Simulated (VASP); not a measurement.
# SnSe2 (P-3m1) in VASP: a series of runs, part 2 of 2

VASP 6.6.1. Earlier steps stand in the parts before.

**3. Single point, PBEsol**

This run uses another cell than the first one, of 25.88 Å³/atom, 1.006 times its volume.

Contents of INCAR:

```
SYSTEM = SnSe2
ALGO = Normal
EDIFF = 1E-7
ENCUT = 520
GGA = PS
ISIF = 2
ISMEAR = 0
LASPH = .True.
LCHARG = .False.
LREAL = .False.
LWAVE = .False.
NBANDS = 20
NELM = 100
PREC = Accurate
SIGMA = 0.02
```

Contents of KPOINTS:

```
k-points
0
Gamma
  12 12 6
  0 0 0
```

Contents of POSCAR:

```
SnSe2
1.0
    3.8193055657      0.0000000000      0.0000000000
   -1.9096527828      3.3076156447      0.0000000000
    0.0000000000      0.0000000000      6.1458278254
Sn Se
1 2
Direct
    0.0000000000      0.0000000000      0.0000000000
    0.3333333333      0.6666666667      0.2580044483
    0.6666666667      0.3333333333      0.7419955517
```

Potentials or basis: VASP PAW PBE potentials, release 64 (Sn_d, Se).

On the command line:

```
$ cat potpaw_PBE.64/Sn_d/POTCAR potpaw_PBE.64/Se/POTCAR > POTCAR
$ mpirun -np 1 vasp_std > vasp.out
```

OUTCAR:

```text
SYSTEM = SnSe2
   EDIFF = 1E-7
   ENCUT = 520
   GGA = PS
   ISIF = 2
   ISMEAR = 0
   LASPH = .True.
   LREAL = .False.
   NELM = 100
   PREC = Accurate

 ion  position               nearest neighbor table
   1  0.000  0.000  0.000-   2 2.72   3 2.72   2 2.72   3 2.72   3 2.72   2 2.72
   2  0.333  0.667  0.258-   1 2.72   1 2.72   1 2.72
   3  0.667  0.333  0.742-   1 2.72   1 2.72   1 2.72

  LATTYP: Found a hexagonal cell.
 ALAT       =     3.8193055657
 C/A-ratio  =     1.6091479772

  Lattice vectors:

 A1 = (   3.8193055657,   0.0000000000,   0.0000000000)
 A2 = (  -1.9096527828,   3.3076156447,   0.0000000000)
 A3 = (   0.0000000000,   0.0000000000,   6.1458278254)

Analysis of symmetry for initial positions (statically):
=====================================================================
 Subroutine PRICEL returns:
 Original cell was already a primitive cell.

 Routine SETGRP: Setting up the symmetry group for a
 hexagonal supercell.

 Subroutine GETGRP returns: Found 12 space group operations
 (whereof 12 operations were pure point group operations)
 out of a pool of 24 trial point group operations.

The static configuration has the point symmetry D_3d.

Analysis of symmetry for dynamics (positions and initial velocities):
=====================================================================
 Subroutine PRICEL returns:
 Original cell was already a primitive cell.

 Routine SETGRP: Setting up the symmetry group for a
 hexagonal supercell.

 Subroutine GETGRP returns: Found 12 space group operations
 (whereof 12 operations were pure point group operations)
 out of a pool of 24 trial point group operations.

The dynamic configuration has the point symmetry D_3d.

 Subroutine INISYM returns: Found 12 space group operations
 (whereof 12 operations are pure point group operations),
 and found     1 'primitive' translations

----------------------------------------------------------------------------------------

                                     Primitive cell

  volume of cell :      77.6390

  direct lattice vectors                    reciprocal lattice vectors
     3.819305566  0.000000000  0.000000000     0.261827702  0.151166294  0.000000000
    -1.909652783  3.307615645  0.000000000     0.000000000  0.302332589  0.000000000
     0.000000000  0.000000000  6.145827825     0.000000000  0.000000000  0.162712010

  length of vectors
     3.819305566  3.819305566  6.145827825     0.302332589  0.302332589  0.162712010

  position of ions in fractional coordinates (direct lattice)
     0.000000000  0.000000000  0.000000000
     0.333333333  0.666666667  0.258004448
     0.666666667  0.333333333  0.741995552

  ion indices of the primitive-cell ions
   primitive index   ion index
                 1           1
                 2           2
                 3           3

----------------------------------------------------------------------------------------

 KPOINTS: k-points

Automatic generation of k-mesh.
 Grid dimensions read from file:
 generate k-points for:   12   12    6

 Generating k-lattice:

  Cartesian coordinates                     Fractional coordinates (reciprocal lattice)
     0.021818975  0.012597191  0.000000000     0.083333333 -0.000000000  0.000000000
     0.000000000  0.025194382  0.000000000     0.000000000  0.083333333  0.000000000
     0.000000000  0.000000000  0.027118668     0.000000000  0.000000000  0.166666667

  Length of vectors
     0.025194382  0.025194382  0.027118668

  Shift w.r.t. Gamma in fractional coordinates (k-lattice)
     0.000000000  0.000000000  0.000000000

 Subroutine IBZKPT returns following result:
 ===========================================

 Found    100 irreducible k-points:

 Following reciprocal coordinates:
            Coordinates               Weight
  0.000000  0.000000  0.000000      1.000000
  0.083333  0.000000  0.000000      6.000000
  0.166667  0.000000  0.000000      6.000000
  0.250000 -0.000000  0.000000      6.000000
  0.333333  0.000000  0.000000      6.000000
  0.416667  0.000000  0.000000      6.000000
[... 16 lines left out ...]
  0.166667  0.000000  0.166667      6.000000
  0.000000  0.166667  0.166667      6.000000
 [... further k-points ...]
   k-points           NKPTS =    100   k-points in BZ     NKDIM =    100   number of bands    NBANDS=     20
   number of dos      NEDOS =    301   number of ions     NIONS =      3
   total plane-waves  NPLWV =  37632
   dimension x,y,z NGX =    28 NGY =   28 NGZ =   48
   dimension x,y,z NGXF=    56 NGYF=   56 NGZF=   96
   ions per type =               1   2
   NGX,Y,Z   is equivalent  to a cutoff of  12.19, 12.19, 12.98 a.u.
   NGXF,Y,Z  is equivalent  to a cutoff of  24.38, 24.38, 25.97 a.u.
 SYSTEM =  SnSe2
   PREC   = accura    normal or accurate (medium, high low for compatibility)
   ISTART =      0    job   : 0-new  1-cont  2-samecut
   ICHARG =      2    charge: 1-file 2-atom 10-const
   ISPIN  =      1    spin polarized calculation?
   LNONCOLLINEAR =      F non collinear calculations
   LSORBIT =      F    spin-orbit coupling
   LASPH  =      T    aspherical Exc in radial PAW
   ENCUT  =  520.0 eV  38.22 Ry    6.18 a.u.   7.10  7.10 11.43*2*pi/ulx,y,z
   NELM   =    100;   NELMIN=  2; NELMDL= -5     # of ELM steps
   EDIFF  = 0.1E-06   stopping-criterion for ELM
   LREAL  =      F    real-space projection
   EDIFFG = 0.1E-05   stopping-criterion for IOM
   NSW    =      0    number of steps for IOM
   IBRION =     -1    ionic relax: 0-MD 1-quasi-New 2-CG
   NFREE  =      0    steps in history (QN), initial steepest desc. (CG)
   ISIF   =      2    stress and relaxation
   ISYM   =      2    0-nonsym 1-usesym 2-fastsym
   POTIM  = 0.5000    time-step for ionic-motion
   TEBEG  =    0.0;   TEEND  =   0.0 temperature during run
   PSTRESS=    0.0 pullay stress
   NELECT =      26.0000    total number of electrons
   NUPDOWN=      -1.0000    fix difference up-down
   EMIN   =  10.00;   EMAX   =-10.00  energy-range for DOS
   EFERMI =   0.00;   METHOD = LEGACY
   ISMEAR =     0;   SIGMA  =   0.02  broadening in eV -4-tet -1-fermi 0-gaus
   EFERMI_NEDOS =   21; number of points for ismear=-14 and -15
   IALGO  =     38    algorithm
   IMIX   =      4    mixing-type and parameters
     AMIX     =   0.40;   BMIX     =  1.00
     AMIX_MAG =   1.60;   BMIX_MAG =  1.00
  volume/ion in A,a.u.               =      25.88       174.64
  Fermi-wavevector in a.u.,A,eV,Ry     =   1.136857  2.148349 17.584779  1.292445
  Thomas-Fermi vector in A             =   2.273562
   LORBIT       =      0    0 simple, 1 ext, 2 COOP (PROOUT), +10 PAW based schemes
   GGA     = PS    functional components
   LHFCALC =     F    Hartree Fock is set to
   AEXX    =    0.0000 exact exchange contribution
   IVDW    =     0    specifies the selected vdW correction
   LEPSILON=     F    determine dielectric tensor
   LRPA    =     F    only Hartree local field effects (RPA)
 non-spin polarized calculation
 Gauss-broadening in eV      SIGMA  =   0.02
  energy-cutoff  :      520.00
  volume of cell :       77.64
 maximum number of plane-waves:      2121
   NGX = 15   NGY = 15   NGZ = 23

 number of electron      26.0000007 magnetization

 Free energy of the ion-electron system (eV)
  ---------------------------------------------------
  ext. energy  EPLUGINS =         0.00000000
  ---------------------------------------------------
  free energy    TOTEN  =       -12.98383673 eV

  energy without entropy =      -12.98383673  energy(sigma->0) =      -12.98383673

 E-fermi :   4.2267     XC(G=0):  -9.6574

 val. band max:        4.0666520955   @ k =   0.0833   0.0833   0.0000
 cond. band min:       4.5454388577   @ k =   0.0000   0.4167   0.3333
 fundamental gap:      0.4787867622
 Fermi energy:         4.2266866974

 k-point     1 :       0.0000    0.0000    0.0000
  band No.  band energies     occupation
      1     -17.1259      2.00000
      2     -17.1259      2.00000
      3     -17.0884      2.00000
      4     -17.0760      2.00000
      5     -17.0760      2.00000
      6      -9.8287      2.00000
[... 12 lines left out ...]
     19      12.9802      0.00000
     20      12.9803      0.00000

 k-point     2 :       0.0833    0.0000    0.0000
  band No.  band energies     occupation
      1     -17.1287      2.00000
      2     -17.1232      2.00000
      3     -17.0865      2.00000
      4     -17.0778      2.00000
      5     -17.0758      2.00000
      6      -9.7606      2.00000
[... 498 lines left out ...]
 k-point    24 :       0.0000    0.1667    0.1667
  band No.  band energies     occupation
      1     -17.1374      2.00000
      2     -17.1166      2.00000
      3     -17.0843      2.00000
      4     -17.0789      2.00000
      5     -17.0746      2.00000
      6      -9.5161      2.00000
[... 12 lines left out ...]
     19      11.8762      0.00000
     20      12.9092      0.00000

 [... further k-points ...]
[... 5 lines left out ...]
  --------------------------------------------------------------------------------------
  -------------------------------------------------------------------------------------
  Total        0.0354275      0.0354275      0.0736196      0.0000000      0.0000000     -0.0000000
  in kB        0.7310903      0.7310903      1.5192330      0.0000000      0.0000000     -0.0000000
  external PRESSURE =       0.9938046 kB  Pullay stress =       0.0000000 kB

 VOLUME and BASIS-vectors are now :
 -----------------------------------------------------------------------------
  energy-cutoff  :      520.00
  volume of cell :       77.64
      direct lattice vectors                 reciprocal lattice vectors
     3.819305566  0.000000000  0.000000000     0.261827702  0.151166294  0.000000000
    -1.909652783  3.307615645  0.000000000     0.000000000  0.302332589  0.000000000
     0.000000000  0.000000000  6.145827825     0.000000000  0.000000000  0.162712010

 POSITION                                       TOTAL-FORCE (eV/Angst)
 -----------------------------------------------------------------------------------
      0.00000      0.00000      0.00000         0.000000      0.000000     -0.000000
     -0.00000      2.20508      1.58565         0.000000     -0.000000      0.023285
      1.90965      1.10254      4.56018        -0.000000      0.000000     -0.023285
 -----------------------------------------------------------------------------------
    total drift:                               -0.000000     -0.000000     -0.000000

  FREE ENERGIE OF THE ION-ELECTRON SYSTEM (eV)
  ---------------------------------------------------
  free  energy   TOTEN  =       -12.9838367349 eV

  energy  without entropy=      -12.9838367349  energy(sigma->0) =      -12.98383673
```

stdout:

```text
POSCAR found type information on POSCAR SnSe
 POSCAR found :  2 types and       3 ions
 scaLAPACK will be used
 -----------------------------------------------------------------------------
|                                                                             |
|                                                                             |
|     You enforced a specific xc type in the INCAR file but a different       |
|     I HOPE YOU KNOW WHAT YOU ARE DOING!                                     |
|                                                                             |
 -----------------------------------------------------------------------------

 LDA part: xc-table for (Slater+PW92), standard interpolation
 POSCAR, INCAR and KPOINTS ok, starting setup
 FFT: planning ... GRIDC
 FFT: planning ... GRID_SOFT
 FFT: planning ... GRID
 WAVECAR not read
 entering main loop
```

Run time: 1.7 min. Hardware: 1 thread of Intel Xeon Platinum 8375C at 2.90GHz (Ice Lake), shared host; peak memory 0.29 GiB.

Results:

```
Free energy            : -12.9838 eV
Pressure               : 0.1 GPa
Largest force          : 0.023 eV/Å
Band gap on the k mesh : 0.48 eV, indirect (least direct gap 0.97 eV)
```

Forces on the atoms (eV/Å):
```
Sn   0.000  0.000  0.000
Se   0.000  0.000  0.023
Se   0.000  0.000 -0.023
```

Caveat: the PAW data sets were made with another functional, which shifts forces and pressure a little; spin-orbit coupling is left out, which moves the levels of the heavy elements; this functional lacks dispersion, which binds the layers, so the pressure and a relaxed spacing across them are unreliable. A k mesh can miss the band edges.

**4. Single point, PBEsol**

This run uses another cell than the first one, of 25.88 Å³/atom, 1.006 times its volume.

Contents of INCAR:

```
SYSTEM = SnSe2
PREC = Accurate
ENCUT = 520
EDIFF = 1E-7
ISMEAR = 0
SIGMA = 0.02
LREAL = .False.
LASPH = .True.
NELM = 80
ALGO = Normal
ISIF = 2
LWAVE = .False.
LCHARG = .False.
GGA = PS
NBANDS = 20
```

Contents of KPOINTS:

```
regular mesh
0
Gamma
  12 12 6
  0 0 0
```

Contents of POSCAR:

```
SnSe2
1.0
    3.8193055638      0.0000000000      0.0000000000
   -1.9096527819      3.3076156430      0.0000000000
    0.0000000000      0.0000000000      6.1458278419
Sn Se
1 2
Direct
    0.0000000000      0.0000000000      0.0000000000
    0.3333333333      0.6666666667      0.2580044478
    0.6666666667      0.3333333333      0.7419955522
```

On the command line:

```
$ cat potpaw_PBE.64/Sn_d/POTCAR potpaw_PBE.64/Se/POTCAR > POTCAR
$ mpirun -np 1 vasp_std > vasp.out
```

Run time: 48 s. Hardware: 1 thread of Intel Xeon 6975P-C (Granite Rapids), shared host; peak memory 0.29 GiB.

Results (log left out):

| Item | Value |
| --- | --- |
| Free energy | -12.9838 eV |
| Pressure | 0.1 GPa |
| Largest force | 0.023 eV/Å |
| Band gap on the k mesh | 0.48 eV, indirect (least direct gap 0.97 eV) |

Forces on the atoms (eV/Å):
```
Sn   0.000  0.000  0.000
Se   0.000  0.000  0.023
Se   0.000  0.000 -0.023
```

Stress tensor (GPa, compression positive):
```
0.07 0.00 0.00
0.00 0.07 0.00
0.00 0.00 0.15
```

Levels at points of the mesh, in eV from the valence-band top:
```tsv
k point	band 11	band 12	band 13	band 14	band 15	band 16
(0.00, 0.00, 0.00)	-0.37	-0.37	-0.14	0.83	2.93	4.55
(0.50, 0.00, 0.00)	-2.56	-1.47	-0.31	1.09	3.56	5.11
(0.00, 0.00, 0.50)	-0.74	-0.18	-0.18	2.42	2.82	4.25
(0.50, 0.00, 0.50)	-2.06	-0.96	-0.79	0.61	3.94	4.55
```

Caveat: the PAW data sets were made with another functional, which shifts forces and pressure a little; spin-orbit coupling is left out, which moves the levels of the heavy elements; this functional lacks dispersion, which binds the layers, so the pressure and a relaxed spacing across them are unreliable. A k mesh can miss the band edges.
